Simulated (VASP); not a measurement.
# CoSi (WC type) (P-6m2) in VASP: further runs

Runs on CoSi (WC type). Level: PBE. Tasks: single point.

Everything below comes from runs of VASP 6.6.1. Logs are shortened: lines on timing, memory, paths and dates and some standing lists are left out, and cuts for length are marked.

**1. The cell of the first run**

The structure is hexagonal, space group P-6m2 (No. 187). The conventional cell has a = 2.581 Å, b = 2.581 Å, c = 3.434 Å, α = 90.00°, β = 90.00°, γ = 120.00°. Co (site symmetry -6m2) has 6 Si at 2.27 Å and 6 Co at 2.58 Å within 3.0 Å. Si (site symmetry -6m2) has 6 Co at 2.27 Å and 6 Si at 2.58 Å within 3.0 Å.

**2. Single point, PBE**

INCAR reads:

```
SYSTEM = CoSi
ALGO = Normal
EDIFF = 1E-7
ENCUT = 520
GGA = PE
ISIF = 2
ISMEAR = -1
LASPH = .TRUE.
LCHARG = .FALSE.
LREAL = .FALSE.
LWAVE = .FALSE.
NBANDS = 14
NELM = 60
PREC = Accurate
SIGMA = 0.1
```

KPOINTS reads:

```
k-points
0
G
  15 15 14
  0 0 0
```

POSCAR reads:

```
CoSi
1.0
    2.5806015580      0.0000000000      0.0000000000
   -1.2903007790      2.2348665063      0.0000000000
    0.0000000000      0.0000000000      3.4342346251
Co Si
1 1
Direct
    0.0000000000      0.0000000000      0.0000000000
    0.3333333333      0.6666666667      0.5000000000
```

Potentials or basis: VASP PAW PBE potentials, release 64 (Co, Si).

Launch:

```bash
cat potpaw_PBE.64/Co/POTCAR potpaw_PBE.64/Si/POTCAR > POTCAR
mpirun -np 1 vasp_std > vasp.out
```

OUTCAR:

```text
SYSTEM = CoSi
   EDIFF = 1E-7
   ENCUT = 520
   GGA = PE
   ISIF = 2
   ISMEAR = -1
   LASPH = .TRUE.
   LREAL = .FALSE.
   NELM = 60
   PREC = Accurate

 ion  position               nearest neighbor table
   1  0.000  0.000  0.000-   2 2.27   2 2.27   2 2.27   2 2.27   2 2.27   2 2.27
   2  0.333  0.667  0.500-   1 2.27   1 2.27   1 2.27   1 2.27   1 2.27   1 2.27

  LATTYP: Found a hexagonal cell.
 ALAT       =     2.5806015580
 C/A-ratio  =     1.3307884026

  Lattice vectors:

 A1 = (   2.5806015580,   0.0000000000,   0.0000000000)
 A2 = (  -1.2903007790,   2.2348665063,   0.0000000000)
 A3 = (   0.0000000000,   0.0000000000,   3.4342346251)

Analysis of symmetry for initial positions (statically):
=====================================================================
 Subroutine PRICEL returns:
 Original cell was already a primitive cell.

 Routine SETGRP: Setting up the symmetry group for a
 hexagonal supercell.

 Subroutine GETGRP returns: Found 12 space group operations
 (whereof 12 operations were pure point group operations)
 out of a pool of 24 trial point group operations.

The static configuration has the point symmetry D_3h.

Analysis of symmetry for dynamics (positions and initial velocities):
=====================================================================
 Subroutine PRICEL returns:
 Original cell was already a primitive cell.

 Routine SETGRP: Setting up the symmetry group for a
 hexagonal supercell.

 Subroutine GETGRP returns: Found 12 space group operations
 (whereof 12 operations were pure point group operations)
 out of a pool of 24 trial point group operations.

The dynamic configuration has the point symmetry D_3h.

 Subroutine INISYM returns: Found 12 space group operations
 (whereof 12 operations are pure point group operations),
 and found     1 'primitive' translations

----------------------------------------------------------------------------------------

                                     Primitive cell

  volume of cell :      19.8063

  direct lattice vectors                    reciprocal lattice vectors
     2.580601558  0.000000000  0.000000000     0.387506547  0.223727009  0.000000000
    -1.290300779  2.234866506  0.000000000     0.000000000  0.447454019  0.000000000
     0.000000000  0.000000000  3.434234625     0.000000000  0.000000000  0.291185696

  length of vectors
     2.580601558  2.580601558  3.434234625     0.447454019  0.447454019  0.291185696

  position of ions in fractional coordinates (direct lattice)
     0.000000000  0.000000000  0.000000000
     0.333333333  0.666666667  0.500000000

  ion indices of the primitive-cell ions
   primitive index   ion index
                 1           1
                 2           2

----------------------------------------------------------------------------------------

 KPOINTS: k-points

Automatic generation of k-mesh.
 Grid dimensions read from file:
 generate k-points for:   15   15   14

 Generating k-lattice:

  Cartesian coordinates                     Fractional coordinates (reciprocal lattice)
     0.025833770  0.014915134  0.000000000     0.066666667  0.000000000  0.000000000
     0.000000000  0.029830268  0.000000000     0.000000000  0.066666667  0.000000000
     0.000000000  0.000000000  0.020798978     0.000000000  0.000000000  0.071428571

  Length of vectors
     0.029830268  0.029830268  0.020798978

  Shift w.r.t. Gamma in fractional coordinates (k-lattice)
     0.000000000  0.000000000  0.000000000

 Subroutine IBZKPT returns following result:
 ===========================================

 Found    216 irreducible k-points:

 Following reciprocal coordinates:
            Coordinates               Weight
  0.000000  0.000000  0.000000      1.000000
  0.066667 -0.000000  0.000000      6.000000
  0.133333  0.000000  0.000000      6.000000
  0.200000 -0.000000  0.000000      6.000000
  0.266667  0.000000  0.000000      6.000000
  0.333333  0.000000  0.000000      6.000000
[... 16 lines left out ...]
  0.333333  0.200000  0.000000     12.000000
  0.400000  0.200000  0.000000      6.000000
 [... further k-points ...]
   k-points           NKPTS =    216   k-points in BZ     NKDIM =    216   number of bands    NBANDS=     14
   number of dos      NEDOS =    301   number of ions     NIONS =      2
   total plane-waves  NPLWV =  11200
   dimension x,y,z NGX =    20 NGY =   20 NGZ =   28
   dimension x,y,z NGXF=    40 NGYF=   40 NGZF=   56
   ions per type =               1   1
   NGX,Y,Z   is equivalent  to a cutoff of  12.88, 12.88, 13.55 a.u.
   NGXF,Y,Z  is equivalent  to a cutoff of  25.77, 25.77, 27.11 a.u.
 SYSTEM =  CoSi
   PREC   = accura    normal or accurate (medium, high low for compatibility)
   ISTART =      0    job   : 0-new  1-cont  2-samecut
   ICHARG =      2    charge: 1-file 2-atom 10-const
   ISPIN  =      1    spin polarized calculation?
   LNONCOLLINEAR =      F non collinear calculations
   LSORBIT =      F    spin-orbit coupling
   LASPH  =      T    aspherical Exc in radial PAW
   ENCUT  =  520.0 eV  38.22 Ry    6.18 a.u.   4.80  4.80  6.39*2*pi/ulx,y,z
   NELM   =     60;   NELMIN=  2; NELMDL= -5     # of ELM steps
   EDIFF  = 0.1E-06   stopping-criterion for ELM
   LREAL  =      F    real-space projection
   EDIFFG = 0.1E-05   stopping-criterion for IOM
   NSW    =      0    number of steps for IOM
   IBRION =     -1    ionic relax: 0-MD 1-quasi-New 2-CG
   NFREE  =      0    steps in history (QN), initial steepest desc. (CG)
   ISIF   =      2    stress and relaxation
   ISYM   =      2    0-nonsym 1-usesym 2-fastsym
   POTIM  = 0.5000    time-step for ionic-motion
   TEBEG  =    0.0;   TEEND  =   0.0 temperature during run
   PSTRESS=    0.0 pullay stress
   NELECT =      13.0000    total number of electrons
   NUPDOWN=      -1.0000    fix difference up-down
   EMIN   =  10.00;   EMAX   =-10.00  energy-range for DOS
   EFERMI =   0.00;   METHOD = LEGACY
   ISMEAR =    -1;   SIGMA  =   0.10  broadening in eV -4-tet -1-fermi 0-gaus
   EFERMI_NEDOS =   21; number of points for ismear=-14 and -15
   IALGO  =     38    algorithm
   IMIX   =      4    mixing-type and parameters
     AMIX     =   0.40;   BMIX     =  1.00
     AMIX_MAG =   1.60;   BMIX_MAG =  1.00
  volume/ion in A,a.u.               =       9.90        66.83
  Fermi-wavevector in a.u.,A,eV,Ry     =   1.422728  2.688565 27.540288  2.024154
  Thomas-Fermi vector in A             =   2.543401
   LORBIT       =      0    0 simple, 1 ext, 2 COOP (PROOUT), +10 PAW based schemes
   GGA     = PE    functional components
   LHFCALC =     F    Hartree Fock is set to
   AEXX    =    0.0000 exact exchange contribution
   IVDW    =     0    specifies the selected vdW correction
   LEPSILON=     F    determine dielectric tensor
   LRPA    =     F    only Hartree local field effects (RPA)
 non-spin polarized calculation
  energy-cutoff  :      520.00
  volume of cell :       19.81
 maximum number of plane-waves:       546
 NGX is ok and might be reduce to    20
   NGX =  9   NGY =  9   NGZ = 13

 number of electron      12.9999998 magnetization

 Free energy of the ion-electron system (eV)
  ---------------------------------------------------
  ext. energy  EPLUGINS =         0.00000000
  ---------------------------------------------------
  free energy    TOTEN  =       -12.98024674 eV

  energy without entropy =      -12.93737537  energy(sigma->0) =      -12.95881106

 E-fermi :  13.8884     XC(G=0): -13.3430

 val. band max:       13.8727275888   @ k =   0.2667   0.1333   0.2143
 cond. band min:      13.9013886988   @ k =   0.3333   0.1333   0.2143
 fundamental gap:      0.0286611100
 Fermi energy:        13.8883781364

 k-point     1 :       0.0000    0.0000    0.0000
  band No.  band energies     occupation
      1      -1.1081      2.00000
      2       9.0214      2.00000
      3      10.6446      2.00000
      4      11.7940      2.00000
      5      11.7940      2.00000
      6      12.5662      2.00000
      7      12.5662      2.00000
      8      17.8971      0.00000
      9      25.1195      0.00000
     10      25.1195      0.00000
     11      26.3932      0.00000
     12      26.3932      0.00000
     13      29.3806      0.00000
     14      33.4529      0.00000

 k-point     2 :       0.0667   -0.0000    0.0000
  band No.  band energies     occupation
      1      -0.9763      2.00000
      2       9.1019      2.00000
      3      10.4993      2.00000
      4      11.7078      2.00000
      5      11.8631      2.00000
      6      12.5428      2.00000
      7      12.8112      1.99996
      8      17.9175      0.00000
      9      23.4957      0.00000
     10      24.0834      0.00000
     11      26.5412      0.00000
     12      27.6237      0.00000
     13      30.2953      0.00000
     14      32.5293      0.00000

 k-point     3 :       0.1333    0.0000    0.0000
  band No.  band energies     occupation
      1      -0.5832      2.00000
      2       9.3187      2.00000
      3      10.2003      2.00000
      4      11.4656      2.00000
      5      12.0641      2.00000
      6      12.4771      2.00000
      7      13.4069      1.98392
      8      17.9600      0.00000
      9      21.0728      0.00000
     10      22.7775      0.00000
     11      26.0728      0.00000
     12      29.5087      0.00000
     13      30.5890      0.00000
     14      31.7995      0.00000
[... 324 lines left out ...]
 k-point    23 :       0.3333    0.2000    0.0000
  band No.  band energies     occupation
      1       4.8699      2.00000
      2       7.9122      2.00000
      3       9.5882      2.00000
      4       9.6267      2.00000
      5      11.3062      2.00000
      6      13.3734      1.98846
      7      14.5646      0.00231
      8      15.3152      0.00000
      9      18.7874      0.00000
     10      21.4837      0.00000
     11      22.8300      0.00000
     12      26.4739      0.00000
     13      26.6662      0.00000
     14      29.9415      0.00000

 k-point    24 :       0.4000    0.2000    0.0000
  band No.  band energies     occupation
      1       6.0397      2.00000
      2       6.7678      2.00000
      3       9.4951      2.00000
      4       9.6485      2.00000
      5      11.2240      2.00000
      6      13.4616      1.97237
      7      14.4616      0.00646
      8      15.1833      0.00000
      9      19.3999      0.00000
     10      22.0320      0.00000
     11      22.1517      0.00000
     12      25.7077      0.00000
     13      26.4747      0.00000
     14      29.8391      0.00000

 [... further k-points ...]
[... 5 lines left out ...]
  --------------------------------------------------------------------------------------
  -------------------------------------------------------------------------------------
  Total        4.1860388      4.1860388      4.2028847      0.0000000     -0.0000000      0.0000000
  in kB      338.6190009    338.6190010    339.9817084      0.0000000     -0.0000000      0.0000000
  external PRESSURE =     339.0732368 kB  Pullay stress =       0.0000000 kB

 VOLUME and BASIS-vectors are now :
 -----------------------------------------------------------------------------
  energy-cutoff  :      520.00
  volume of cell :       19.81
      direct lattice vectors                 reciprocal lattice vectors
     2.580601558  0.000000000  0.000000000     0.387506547  0.223727009  0.000000000
    -1.290300779  2.234866506  0.000000000     0.000000000  0.447454019  0.000000000
     0.000000000  0.000000000  3.434234625     0.000000000  0.000000000  0.291185696

 POSITION                                       TOTAL-FORCE (eV/Angst)
 -----------------------------------------------------------------------------------
      0.00000      0.00000      0.00000        -0.000000      0.000000      0.000000
     -0.00000      1.48991      1.71712         0.000000      0.000000      0.000000
 -----------------------------------------------------------------------------------
    total drift:                                0.000000     -0.000000      0.000000

  FREE ENERGIE OF THE ION-ELECTRON SYSTEM (eV)
  ---------------------------------------------------
  free  energy   TOTEN  =       -12.9802467444 eV

  energy  without entropy=      -12.9373753736  energy(sigma->0) =      -12.95881106
```

It took 22 s on 1 thread of Intel Xeon 6975P-C (Granite Rapids), shared host; peak memory 0.18 GiB.

What came out:

```
Free energy : -12.9802 eV
Pressure    : 33.9 GPa
```

**3. Single point, PBE**

INCAR reads:

```
  PREC = Accurate
  ENCUT = 520
  EDIFF = 1E-6
  ISMEAR = -1
  SIGMA = 0.1
  LREAL = F
  LASPH = T
  NELM = 60
  ALGO = Normal
  ISIF = 2
  LWAVE = F
  LCHARG = F
  GGA = PE
  NBANDS = 14
```

KPOINTS reads:

```
Automatic mesh
0
Gamma
  15 15 14
```

POSCAR reads:

```
CoSi
1.0
    2.5805044698      0.0000000000      0.0000000000
   -1.2902522349      2.2347824255      0.0000000000
    0.0000000000      0.0000000000      3.4341693589
Co Si
1 1
Direct
    0.0000000000      0.0000000000      0.0000000000
    0.3333333333      0.6666666667      0.5000000000
```

Potentials or basis: VASP PAW PBE potentials, release 64 (Co, Si).

Launch:

```bash
cat potpaw_PBE.64/Co/POTCAR potpaw_PBE.64/Si/POTCAR > POTCAR
mpirun -np 1 vasp_std > vasp.out
```

Run time: 23 s. Hardware: 1 thread of Intel Xeon 6975P-C (Granite Rapids), shared host; peak memory 0.18 GiB.

Results (log left out):

```
Free energy : -12.9799 eV
Pressure    : 33.9 GPa
```

Stress tensor (GPa, compression positive):
```
33.88  0.00  0.00
 0.00 33.88  0.00
 0.00  0.00 34.02
```

Levels at points of the mesh, in eV from the Fermi level:
```
           k point  band 5  band 6  band 7  band 8  band 9  band 10
(0.00, 0.00, 0.00)   -2.09   -1.32   -1.32    4.01   11.23    11.23
(0.00, 0.00, 0.50)   -2.03   -1.59   -1.59   10.59   11.77    11.77
```

Spin polarisation is off, so any magnetic state and its effect on volume and gap are missing.
